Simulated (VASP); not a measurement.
# Rh (Fm-3m) in VASP: single point with PBE

Aim: the single point of Rh with PBE.

Program: VASP 6.6.1. These are calculated values, not measurements. Logs are shortened: lines on timing, memory, paths and dates and some standing lists are left out, and cuts for length are marked.

### 1 The cell of the first run

It takes space group Fm-3m (No. 225, cubic). The conventional cell has a = 3.796 Å, b = 3.796 Å, c = 3.796 Å, α = 90.00°, β = 90.00°, γ = 90.00°. Within 3.5 Å of Rh (site symmetry m-3m) lie 12 Rh at 2.68 Å.

### 2 Single point, PBE

File INCAR:

```
ALGO = Normal ; EDIFF = 1E-6
ENCUT = 500 ; GGA = PE
GGA_COMPAT = False ; ISIF = 2
ISMEAR = -1 ; LASPH = True
LCHARG = False ; LREAL = False
LWAVE = False ; NBANDS = 14
NELM = 120 ; PREC = Accurate
SIGMA = 0.1
```

File KPOINTS:

```
k-points
0
Gamma
  14 14 14
```

File POSCAR:

```
Rh
1.0
    2.6839650000      0.0000000000      0.0000000000
    1.3419825000      2.3243818729      0.0000000000
    1.3419825000      0.7747939576      2.1914482458
Rh
1
Direct
    0.0000000000      0.0000000000      0.0000000000
```

Potentials or basis: VASP PAW PBE potentials, release 64 (Rh_pv).

Run with:

```console
$ cat potpaw_PBE.64/Rh_pv/POTCAR > POTCAR
$ mpirun -np 1 vasp_std > vasp.out
```

OUTCAR:

```text
EDIFF = 1E-6
   ENCUT = 500
   GGA = PE
   ISIF = 2
   ISMEAR = -1
   LASPH = True
   LREAL = False
   NELM = 120
   PREC = Accurate

 ion  position               nearest neighbor table
   1  0.000  0.000  0.000-

  LATTYP: Found a face centered cubic cell.
 ALAT       =     3.7956997040

  Lattice vectors:

 A1 = (   2.6839650000,   0.0000000000,   0.0000000000)
 A2 = (   1.3419825000,   2.3243818729,   0.0000000000)
 A3 = (   1.3419825000,   0.7747939576,   2.1914482458)

Analysis of symmetry for initial positions (statically):
=====================================================================
 Subroutine PRICEL returns:
 Original cell was already a primitive cell.

 Routine SETGRP: Setting up the symmetry group for a
 face centered cubic supercell.

 Subroutine GETGRP returns: Found 48 space group operations
 (whereof 48 operations were pure point group operations)
 out of a pool of 48 trial point group operations.

The static configuration has the point symmetry O_h .

Analysis of symmetry for dynamics (positions and initial velocities):
=====================================================================
 Subroutine PRICEL returns:
 Original cell was already a primitive cell.

 Routine SETGRP: Setting up the symmetry group for a
 face centered cubic supercell.

 Subroutine GETGRP returns: Found 48 space group operations
 (whereof 48 operations were pure point group operations)
 out of a pool of 48 trial point group operations.

The dynamic configuration has the point symmetry O_h .

 Subroutine INISYM returns: Found 48 space group operations
 (whereof 48 operations are pure point group operations),
 and found     1 'primitive' translations

----------------------------------------------------------------------------------------

                                     Primitive cell

  volume of cell :      13.6715

  direct lattice vectors                    reciprocal lattice vectors
     2.683965000  0.000000000  0.000000000     0.372583100 -0.215110953 -0.152106414
     1.341982500  2.324381873  0.000000000     0.000000000  0.430221906 -0.152106414
     1.341982500  0.774793958  2.191448246     0.000000000  0.000000000  0.456319241

  length of vectors
     2.683965000  2.683965000  2.683965000     0.456319241  0.456319241  0.456319241

  position of ions in fractional coordinates (direct lattice)
     0.000000000  0.000000000  0.000000000

  ion indices of the primitive-cell ions
   primitive index   ion index
                 1           1

----------------------------------------------------------------------------------------

 KPOINTS: k-points

Automatic generation of k-mesh.
 Grid dimensions read from file:
 generate k-points for:   14   14   14

 Generating k-lattice:

  Cartesian coordinates                     Fractional coordinates (reciprocal lattice)
     0.026613079 -0.015365068 -0.010864744     0.071428571  0.000000000 -0.000000000
     0.000000000  0.030730136 -0.010864744     0.000000000  0.071428571  0.000000000
     0.000000000  0.000000000  0.032594231     0.000000000  0.000000000  0.071428571

  Length of vectors
     0.032594231  0.032594231  0.032594231

  Shift w.r.t. Gamma in fractional coordinates (k-lattice)
     0.000000000  0.000000000  0.000000000

 Subroutine IBZKPT returns following result:
 ===========================================

 Found    104 irreducible k-points:

 Following reciprocal coordinates:
            Coordinates               Weight
  0.000000  0.000000  0.000000      1.000000
  0.071429  0.000000  0.000000      8.000000
  0.142857 -0.000000 -0.000000      8.000000
  0.214286  0.000000  0.000000      8.000000
  0.285714 -0.000000  0.000000      8.000000
  0.357143  0.000000  0.000000      8.000000
[... 16 lines left out ...]
  0.214286  0.142857  0.000000     24.000000
  0.285714  0.142857  0.000000     24.000000
 [... further k-points ...]
   k-points           NKPTS =    104   k-points in BZ     NKDIM =    104   number of bands    NBANDS=     14
   number of dos      NEDOS =    301   number of ions     NIONS =      1
   total plane-waves  NPLWV =   8000
   dimension x,y,z NGX =    20 NGY =   20 NGZ =   20
   dimension x,y,z NGXF=    40 NGYF=   40 NGZF=   40
   ions per type =               1
   NGX,Y,Z   is equivalent  to a cutoff of  12.39, 12.39, 12.39 a.u.
   NGXF,Y,Z  is equivalent  to a cutoff of  24.78, 24.78, 24.78 a.u.
 SYSTEM =  unknown system
   PREC   = accura    normal or accurate (medium, high low for compatibility)
   ISTART =      0    job   : 0-new  1-cont  2-samecut
   ICHARG =      2    charge: 1-file 2-atom 10-const
   ISPIN  =      1    spin polarized calculation?
   LNONCOLLINEAR =      F non collinear calculations
   LSORBIT =      F    spin-orbit coupling
   LASPH  =      T    aspherical Exc in radial PAW
   ENCUT  =  500.0 eV  36.75 Ry    6.06 a.u.   4.89  4.89  4.89*2*pi/ulx,y,z
   NELM   =    120;   NELMIN=  2; NELMDL= -5     # of ELM steps
   EDIFF  = 0.1E-05   stopping-criterion for ELM
   LREAL  =      F    real-space projection
   EDIFFG = 0.1E-04   stopping-criterion for IOM
   NSW    =      0    number of steps for IOM
   IBRION =     -1    ionic relax: 0-MD 1-quasi-New 2-CG
   NFREE  =      0    steps in history (QN), initial steepest desc. (CG)
   ISIF   =      2    stress and relaxation
   ISYM   =      2    0-nonsym 1-usesym 2-fastsym
   POTIM  = 0.5000    time-step for ionic-motion
   TEBEG  =    0.0;   TEEND  =   0.0 temperature during run
   PSTRESS=    0.0 pullay stress
   NELECT =      15.0000    total number of electrons
   NUPDOWN=      -1.0000    fix difference up-down
   EMIN   =  10.00;   EMAX   =-10.00  energy-range for DOS
   EFERMI =   0.00;   METHOD = LEGACY
   ISMEAR =    -1;   SIGMA  =   0.10  broadening in eV -4-tet -1-fermi 0-gaus
   EFERMI_NEDOS =   21; number of points for ismear=-14 and -15
   IALGO  =     38    algorithm
   IMIX   =      4    mixing-type and parameters
     AMIX     =   0.40;   BMIX     =  1.00
     AMIX_MAG =   1.60;   BMIX_MAG =  1.00
  volume/ion in A,a.u.               =      13.67        92.26
  Fermi-wavevector in a.u.,A,eV,Ry     =   1.688496  3.190795 38.790471  2.851019
  Thomas-Fermi vector in A             =   2.770792
   LORBIT       =      0    0 simple, 1 ext, 2 COOP (PROOUT), +10 PAW based schemes
   GGA     = PE    functional components
   LHFCALC =     F    Hartree Fock is set to
   AEXX    =    0.0000 exact exchange contribution
   IVDW    =     0    specifies the selected vdW correction
   LEPSILON=     F    determine dielectric tensor
   LRPA    =     F    only Hartree local field effects (RPA)
 non-spin polarized calculation
  energy-cutoff  :      500.00
  volume of cell :       13.67
 maximum number of plane-waves:       356
   NGX =  9   NGY =  9   NGZ =  9

 number of electron      15.0000007 magnetization

 Free energy of the ion-electron system (eV)
  ---------------------------------------------------
  ext. energy  EPLUGINS =         0.00000000
  ---------------------------------------------------
  free energy    TOTEN  =        -7.27037985 eV

  energy without entropy =       -7.22787777  energy(sigma->0) =       -7.24912881

 E-fermi :  12.0037     XC(G=0): -14.0666

 val. band max:       12.0033441894   @ k =   0.3571   0.0714   0.0000
 cond. band min:      12.0098547984   @ k =   0.4286   0.2857   0.0714
 fundamental gap:      0.0065106090
 Fermi energy:        12.0036757588

 k-point     1 :       0.0000    0.0000    0.0000
  band No.  band energies     occupation
      1     -34.3702      2.00000
      2     -34.3702      2.00000
      3     -34.3702      2.00000
      4       4.0072      2.00000
      5       8.9102      2.00000
      6       8.9102      2.00000
      7       8.9102      2.00000
      8      11.0150      1.99990
      9      11.0150      1.99990
     10      28.0000      0.00000
     11      32.5450      0.00000
     12      33.4920      0.00000
     13      33.4920      0.00000
     14      33.4920      0.00000

 k-point     2 :       0.0714    0.0000    0.0000
  band No.  band energies     occupation
      1     -34.4085      2.00000
      2     -34.3754      2.00000
      3     -34.3754      2.00000
      4       4.2131      2.00000
      5       8.8199      2.00000
      6       8.9901      2.00000
      7       8.9901      2.00000
      8      10.9709      1.99993
      9      10.9709      1.99993
     10      28.2979      0.00000
     11      32.4032      0.00000
     12      32.5519      0.00000
     13      33.7944      0.00000
     14      33.7944      0.00000

 k-point     3 :       0.1429   -0.0000   -0.0000
  band No.  band energies     occupation
      1     -34.5150      2.00000
      2     -34.3898      2.00000
      3     -34.3898      2.00000
      4       4.7826      2.00000
      5       8.6267      2.00000
      6       9.1752      2.00000
      7       9.1752      2.00000
      8      10.9046      1.99997
      9      10.9046      1.99997
     10      29.0180      0.00000
     11      30.4133      0.00000
     12      32.5462      0.00000
     13      34.6525      0.00000
     14      34.6525      0.00000
[... 324 lines left out ...]
 k-point    23 :       0.2143    0.1429    0.0000
  band No.  band energies     occupation
      1     -34.6091      2.00000
      2     -34.4483      2.00000
      3     -34.4421      2.00000
      4       5.6346      2.00000
      5       7.9707      2.00000
      6       9.5794      2.00000
      7       9.7260      2.00000
      8      10.3493      2.00000
      9      11.4352      1.99323
     10      30.0258      0.00000
     11      30.3778      0.00000
     12      32.5451      0.00000
     13      33.0379      0.00000
     14      33.5933      0.00000

 k-point    24 :       0.2857    0.1429    0.0000
  band No.  band energies     occupation
      1     -34.7450      2.00000
      2     -34.4741      2.00000
      3     -34.4660      2.00000
      4       6.2696      2.00000
      5       7.8926      2.00000
      6       9.2585      2.00000
      7       9.8248      2.00000
      8      11.0932      1.99978
      9      11.7469      1.85750
     10      28.0260      0.00000
     11      30.4468      0.00000
     12      32.5444      0.00000
     13      32.7390      0.00000
     14      33.9866      0.00000

 [... further k-points ...]

------------------------ aborting loop because EDIFF is reached ----------------------------------------

  FORCE on cell =-STRESS in cart. coord.  units (eV):
  Direction    XX          YY          ZZ          XY          YZ          ZX
  --------------------------------------------------------------------------------------
  -------------------------------------------------------------------------------------
  Total        0.6769290      0.6769290      0.6769290     -0.0000000     -0.0000000     -0.0000000
  in kB       79.3301253     79.3301253     79.3301253     -0.0000000     -0.0000000     -0.0000000
  external PRESSURE =      79.3301253 kB  Pullay stress =       0.0000000 kB

 VOLUME and BASIS-vectors are now :
 -----------------------------------------------------------------------------
  energy-cutoff  :      500.00
  volume of cell :       13.67
      direct lattice vectors                 reciprocal lattice vectors
     2.683965000  0.000000000  0.000000000     0.372583100 -0.215110953 -0.152106414
     1.341982500  2.324381873  0.000000000     0.000000000  0.430221906 -0.152106414
     1.341982500  0.774793958  2.191448246     0.000000000  0.000000000  0.456319241

 POSITION                                       TOTAL-FORCE (eV/Angst)
 -----------------------------------------------------------------------------------
      0.00000      0.00000      0.00000         0.000000     -0.000000      0.000000
 -----------------------------------------------------------------------------------
    total drift:                               -0.000000      0.000000      0.000000

  FREE ENERGIE OF THE ION-ELECTRON SYSTEM (eV)
  ---------------------------------------------------
  free  energy   TOTEN  =        -7.2703798465 eV

  energy  without entropy=       -7.2278777704  energy(sigma->0) =       -7.24912881
```

Run time: 6.2 s. Hardware: 1 thread of Intel Xeon 6975P-C (Granite Rapids), shared host; peak memory 0.13 GiB.

Results:

```yaml
Free_energy: -7.2704 eV
Pressure: 7.9 GPa
Band_gap_on_the_k_mesh: zero (an odd number of electrons rules out a gap without spin polarisation)
```

Caveat: the cell stands under pressure.
